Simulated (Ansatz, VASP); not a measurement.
ScBr2: VASP beside Ansatz

```
Sc Br
1.0
     3.97501    0.00000    0.00000
     0.00000    6.27372    0.00000
     0.00000    0.00000   32.28295
Sc Br
2 4
Cartesian
  0.0000 0.0000 9.5000
  0.0000 3.1369 9.5000
  0.0000 4.7053 7.3602
  1.9875 4.7053 10.7345
  0.0000 1.5684 11.6398
  1.9875 1.5684 8.2655
```

Change from the starting cell: species swapped into a sheet of the MgCl2 type.

Alike in both runs: functional PBE; k mesh 4 × 4 × 1; occupations gaussian, width 0.1 eV; no spin polarisation.

Ansatz relaxed the structure, and its values are those at the end. VASP's run is a single point on that final structure, the one shown.

```csv
,VASP,Ansatz
version,VASP 6.6.1,Ansatz 0.2.0
potentials or method,"VASP PAW PBE potentials, release 64 (Sc_sv, Br), cutoff 520 eV","scalar-relativistic, plane waves, PAW"
valence electrons in the cell,50,50
```

```csv
,VASP,Ansatz,Ansatz less VASP
gap on the k mesh at the Fermi level (eV),none,none,-
rms of the force components (eV/Å),0.010,0.000,-0.0096
```

A gap of «none» marks a metal or a gap that the smearing closes.

The k mesh is coarse, so the values compare programs but aren't converged.
